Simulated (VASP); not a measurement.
# C (Fmmm) in VASP: a series of runs, part 2 of 2

VASP 6.6.1. Earlier steps stand in the parts before.

## 5. Single point, PBEsol+D3(BJ) (atoms shifted along a free coordinate)

INCAR reads:

```
PREC = Accurate
ENCUT = 520
EDIFF = 1E-6
ISMEAR = 0
SIGMA = 0.03
LREAL = F
LASPH = T
NELM = 60
ALGO = Normal
ISIF = 2
LWAVE = F
LCHARG = F
GGA = PS
IVDW = 12
NBANDS = 11
```

KPOINTS reads:

```
regular mesh
0
Gamma
  16 16 16
```

POSCAR reads:

```
C
1.0
    0.0000000000      2.0696277651      3.2332036561
    1.1956910189      0.0000000000      3.2332036561
    1.1956910189      2.0696277651      0.0000000000
C
2
Direct
    0.1432103113      0.8567896887      0.1432103113
    0.8567896887      0.1432103113      0.8567896887
```

Run with:

```console
> cat potpaw_PBE.64/C/POTCAR > POTCAR
> mpirun -np 1 vasp_std > vasp.out
```

Wall time 75 s (1 thread of AMD EPYC 9R45 (Zen 5), shared host); peak memory 0.18 GiB.

It converged, with:

```
Free energy                : -17.8743 eV
Pressure                   : 56.5 GPa
Largest force              : 16.604 eV/Å
Band gap on the k mesh     : zero (bands 4 and 5 overlap by 1.77 eV)
Dispersion energy per atom : -0.112 eV
```

Forces on the atoms (eV/Å):
```
C     0.000  16.604   0.000
C     0.000 -16.604   0.000
```

Stress tensor (GPa, compression positive):
```
 28.37   0.00   0.00
  0.00 141.70   0.00
  0.00   0.00  -0.43
```

Levels at points of the mesh, in eV from the Fermi level:
```tsv
k point	band 2	band 3	band 4	band 5	band 6	band 7
(0.00, 0.00, 0.00)	-6.95	-5.45	0.60	4.29	5.26	12.20
(0.50, 0.00, 0.00)	-12.88	-6.59	-3.23	3.12	6.89	13.14
(0.50, 0.50, 0.00)	-9.24	-5.40	0.54	5.18	10.94	11.94
(0.50, 0.00, 0.50)	-13.64	-5.37	0.34	0.39	9.37	10.82
(0.00, 0.50, 0.50)	-13.33	-5.45	-1.65	-1.17	8.84	14.87
```

Caveat: the cell differs from its parent crystal (atoms shifted along a free coordinate); the stress differs along the axes, from -0 to 142 GPa; the PAW data sets were made with another functional, which shifts forces and pressure a little.

## 6. Single point, PBEsol+D3(BJ) (atoms shifted along a free coordinate)

INCAR reads:

```
ALGO     = Normal         # electronic algorithm
EDIFF    = 1E-6           # SCF threshold, eV
ENCUT    = 520            # plane-wave cutoff, eV
GGA      = PS             # functional
ISIF     = 2              # what is computed and relaxed
ISMEAR   = 0              # smearing method
IVDW     = 12             # dispersion correction
LASPH    = True           # aspherical terms in the spheres
LCHARG   = False          # write CHGCAR
LREAL    = False          # projectors in reciprocal space
LWAVE    = False          # write WAVECAR
NBANDS   = 11             # bands
NELM     = 80             # most SCF steps
PREC     = Accurate       # precision mode
SIGMA    = 0.03           # smearing width, eV
```

KPOINTS reads:

```
k-points
0
Gamma
  16 16 16
```

POSCAR reads:

```
C
1.0
    0.0000000000      2.0894413751      3.2641567761
    1.2071379834      0.0000000000      3.2641567761
    1.2071379834      2.0894413751      0.0000000000
C
2
Direct
    0.1314621586      0.8685378414      0.1314621586
    0.8685378414      0.1314621586      0.8685378414
```

Potentials or basis: VASP PAW PBE potentials, release 64 (C).

Run with:

```console
> cat potpaw_PBE.64/C/POTCAR > POTCAR
> mpirun -np 1 vasp_std > vasp.out
```

OUTCAR:

```text
EDIFF = 1E-6
   ENCUT = 520
   GGA = PS
   ISIF = 2
   ISMEAR = 0
   IVDW = 12
   LASPH = True
   LREAL = False
   NELM = 80
   PREC = Accurate
 IVDW          = 12

 ion  position               nearest neighbor table
   1  0.131  0.869  0.131-   2 1.10   2 1.56   2 1.56
   2  0.869  0.131  0.869-   1 1.10   1 1.56   1 1.56

  LATTYP: Found a face centered orthorhombic cell.
 ALAT       =     2.4142759668
 B/A-ratio  =     1.7309051689
 C/A-ratio  =     2.7040461165
[... 526 lines left out ...]

------------------------ aborting loop because EDIFF is reached ----------------------------------------

 Edisp (eV)   -0.22578

 E8    (eV) :    -0.1098

  FORCE on cell =-STRESS in cart. coord.  units (eV):
  Direction    XX          YY          ZZ          XY          YZ          ZX
  --------------------------------------------------------------------------------------
  -------------------------------------------------------------------------------------
  Total       1.61736    23.97469    -0.15299     0.00000     0.00000     0.00000
  in kB     157.37222  2332.78932   -14.88633     0.00000     0.00000     0.00000
  external pressure =      825.09 kB  Pullay stress =        0.00 kB

 VOLUME and BASIS-vectors are now :
 -----------------------------------------------------------------------------
  energy-cutoff  :      520.00
  volume of cell :       16.47
      direct lattice vectors                 reciprocal lattice vectors
     0.000000000  2.089441375  3.264156776    -0.414202856  0.239298411  0.153178917
     1.207137983  0.000000000  3.264156776     0.414202856 -0.239298411  0.153178917
     1.207137983  2.089441375  0.000000000     0.414202856  0.239298411 -0.153178917

 POSITION                                       TOTAL-FORCE (eV/Angst)
 -----------------------------------------------------------------------------------
      1.20714      0.54936      3.26416         0.000000     29.863835      0.000000
      1.20714      3.62952      3.26416         0.000000    -29.863835      0.000000
 -----------------------------------------------------------------------------------
    total drift:                               -0.000000     -0.000000      0.000000

  FREE ENERGIE OF THE ION-ELECTRON SYSTEM (eV)
  ---------------------------------------------------
  free  energy   TOTEN  =       -15.8554525412 eV

  energy  without entropy=      -15.8553456358  energy(sigma->0) =      -15.85539909
```

stdout:

```text
POSCAR found type information on POSCAR C
 POSCAR found :  1 types and       2 ions
 scaLAPACK will be used
 -----------------------------------------------------------------------------
|                                                                             |
|                                                                             |
|     You enforced a specific xc type in the INCAR file but a different       |
|     I HOPE YOU KNOW WHAT YOU ARE DOING!                                     |
|                                                                             |
 -----------------------------------------------------------------------------

 LDA part: xc-table for (Slater+PW92), standard interpolation
 POSCAR, INCAR and KPOINTS ok, starting setup
 FFT: planning ... GRIDC
 FFT: planning ... GRID_SOFT
 FFT: planning ... GRID
 WAVECAR not read
 entering main loop
```

Run time: 76 s. Hardware: 1 thread of AMD EPYC 9R45 (Zen 5), shared host; peak memory 0.18 GiB.

What came out:

```
Free energy                : -15.8555 eV
Pressure                   : 82.5 GPa
Largest force              : 29.864 eV/Å
Band gap on the k mesh     : zero (bands 4 and 5 overlap by 3.00 eV)
Dispersion energy per atom : -0.113 eV
```

Forces on the atoms (eV/Å):
```
C     0.000  29.864   0.000
C     0.000 -29.864   0.000
```

Stress tensor (GPa, compression positive):
```
 15.74   0.00   0.00
  0.00 233.28   0.00
  0.00   0.00  -1.49
```

Caveat: the cell differs from its parent crystal (atoms shifted along a free coordinate); the stress differs along the axes, from -1 to 233 GPa; the PAW data sets were made with another functional, which shifts forces and pressure a little.

## 7. Overview

| cell | gap on the mesh (eV) | pressure (GPa) | largest force (eV/Å) |
| --- | --- | --- | --- |
| a = 3.839, b = 3.447, c = 2.390 Å, angles 80.0, 62.2, 37.8°, 2 atoms, atomic positions A | none | 36.0 | 7.42 |
| a = 3.839, b = 3.447, c = 2.390 Å, angles 80.0, 62.2, 37.8°, 2 atoms, atomic positions B | - | 30.0 | 0.03 |
| a = 3.839, b = 3.447, c = 2.390 Å, angles 80.0, 62.2, 37.8°, 2 atoms, atomic positions C | none | 46.9 | 9.38 |
| a = 3.839, b = 3.447, c = 2.390 Å, angles 80.0, 62.2, 37.8°, 2 atoms, atomic positions D | none | 56.5 | 16.60 |
| a = 3.876, b = 3.480, c = 2.413 Å, angles 80.0, 62.2, 37.8°, 2 atoms, atomic positions E | none | 82.5 | 29.86 |

Alike in all rows: task single point; level PBEsol+D3(BJ); potentials or basis VASP PAW PBE potentials, release 64 (C); no spin polarisation; k mesh 16 × 16 × 16; cutoff (eV) 520; smearing gaussian 0.03 eV.

Caveats: the PAW data sets were made with another functional, which shifts forces and pressure a little; the stress differs along the axes, from 1 to 76 GPa (at least some runs); the stress differs along the axes, from 1 to 45 GPa (at least some runs); the stress differs along the axes, from 1 to 107 GPa (at least some runs); the stress differs along the axes, from -0 to 142 GPa (at least some runs); the stress differs along the axes, from -1 to 233 GPa (at least some runs).

Total energies depend on the potentials used, so only differences within one code and one set of settings carry meaning.
